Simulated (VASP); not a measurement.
Input of a VASP 6.6.1 run:

File INCAR:

```
SYSTEM = Ba
PREC = Accurate ; ENCUT = 520
EDIFF = 1E-6 ; ISMEAR = -1
SIGMA = 0.1 ; LREAL = .FALSE.
LASPH = .TRUE. ; NELM = 100
ALGO = Normal ; ISIF = 2
LWAVE = .FALSE. ; LCHARG = .FALSE.
GGA = PS ; NBANDS = 17
```

KPOINTS

```
regular mesh
0
G
  8 8 5
  0 0 0
```

File POSCAR:

```
Ba
1.0
    4.3403842423      0.0000000000      0.0000000000
   -2.1701921212      3.7588830160      0.0000000000
    0.0000000000      0.0000000000      7.1012127058
Ba
2
Direct
    0.3333333333      0.6666666667      0.2500000000
    0.6666666667      0.3333333333      0.7500000000
```

Potentials or basis: VASP PAW PBE potentials, release 64 (Ba_sv).

The run is started by

```console
$ cat potpaw_PBE.64/Ba_sv/POTCAR > POTCAR
$ mpirun -np 1 vasp_std > vasp.out
```

Q: Predict the band gap on the k mesh.

A: Zero (band 10 reaches 2.02 eV, above the bottom of band 11 at 1.58 eV).

Q: What does it give for the pressure?

A: 0.1 GPa.

Caveat: the PAW data sets were made with another functional, which shifts forces and pressure a little; spin-orbit coupling is left out, which moves the levels of the heavy elements.
